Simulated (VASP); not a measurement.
Wanted: the native input for a VASP 6.6.1 run.

```
Task                   : single point
Functional             : PBE
Potentials or basis    : VASP PAW PBE potentials, release 64 (Ca_sv, O)
Cutoff                 : 600 eV
k mesh                 : 4 × 4 × 4
Occupations            : gaussian, width 0.01 eV
Spin                   : no spin polarisation
Dipole correction      : no
Further INCAR settings : ALGO = Normal; EDIFF = 1e-06; NBANDS = 15
```

The structure of CaO lies in POSCAR:

```
CaO
1.0
    0.0000000000      2.4055000000      2.4055000000
    2.4055000000      0.0000000000      2.4055000000
    2.4055000000      2.4055000000      0.0000000000
Ca O
1 1
Direct
    0.0000000000      0.0000000000      0.0000000000
    0.5000000000      0.5000000000      0.5000000000
```

These files were run (other wordings do the same):

INCAR

```
SYSTEM = CaO
PREC = Accurate ; ENCUT = 600
EDIFF = 1E-6 ; ISMEAR = 0
SIGMA = 0.01 ; LREAL = .FALSE.
LASPH = .TRUE. ; NELM = 120
ALGO = Normal ; ISIF = 2
LWAVE = .FALSE. ; LCHARG = .FALSE.
GGA = PE ; NBANDS = 15
GGA_COMPAT = .FALSE.
```

KPOINTS

```
Automatic mesh
0
G
  4 4 4
  0 0 0
```

Potentials or basis: VASP PAW PBE potentials, release 64 (Ca_sv, O).

Launch:

```bash
$ cat potpaw_PBE.64/Ca_sv/POTCAR potpaw_PBE.64/O/POTCAR > POTCAR
$ mpirun -np 1 vasp_std > vasp.out
```

Results of the run:

```
Pressure               : 1.8 GPa
Band gap on the k mesh : 3.63 eV, indirect (least direct gap 4.01 eV)
```

Caveat: the k points lie up to 0.57 Å⁻¹ apart.

Run time: 6.5 s on 1 thread of Intel(R) Xeon(R) 6975P-C (Granite Rapids), with other jobs on the host, peak memory 0.14 GiB.
